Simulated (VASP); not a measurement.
Se:

```
Se
1.0
     0.00000    3.08783    3.08783
     3.08783    0.00000    3.08783
     3.08783    3.08783    0.00000
Se
2
Direct
  0.12500 0.12500 0.12500
  0.87500 0.87500 0.87500
```

This isn't the form of Se at room conditions, which is trigonal, of chains.

* Program: VASP 6.6.1
* Task: relaxation of cell and atoms
* Functional: PBE
* Potentials or basis: VASP PAW PBE potentials, release 64 (Se)
* Cutoff: 600 eV
* k mesh: 9 × 9 × 9
* Occupations: fermi-dirac, width 0.1 eV
* Spin: no spin polarisation

At the start: pressure 3.5 GPa; volume 29.44 Å³/atom.

Task: Where does the relaxation end?

Result: Over 3 steps the energy falls by 23.7 meV/atom and the volume is 31.77 Å³/atom (+7.9 %); space group Fd-3m (No. 227, to 0.1 Å) before and after.

The path:
```
step  energy change (eV)  largest force (eV/Å)  pressure (GPa)  volume (Å³)
   1              0.0000                0.0000            3.48        58.88
   2             -0.0457                0.0000           -0.55        64.50
   3             -0.0474                0.0000            0.01        63.54
```

Final structure:
```cif
data_structure
_symmetry_space_group_name_H-M 'P 1'
_symmetry_Int_Tables_number 1
_cell_length_a 4.4790
_cell_length_b 4.4790
_cell_length_c 4.4790
_cell_angle_alpha 60.000
_cell_angle_beta 60.000
_cell_angle_gamma 60.000
_cell_volume 63.54
loop_
_atom_site_label
_atom_site_type_symbol
_atom_site_fract_x
_atom_site_fract_y
_atom_site_fract_z
_atom_site_occupancy
Se1 Se 0.12500 0.12500 0.12500 1
Se2 Se 0.87500 0.87500 0.87500 1
```
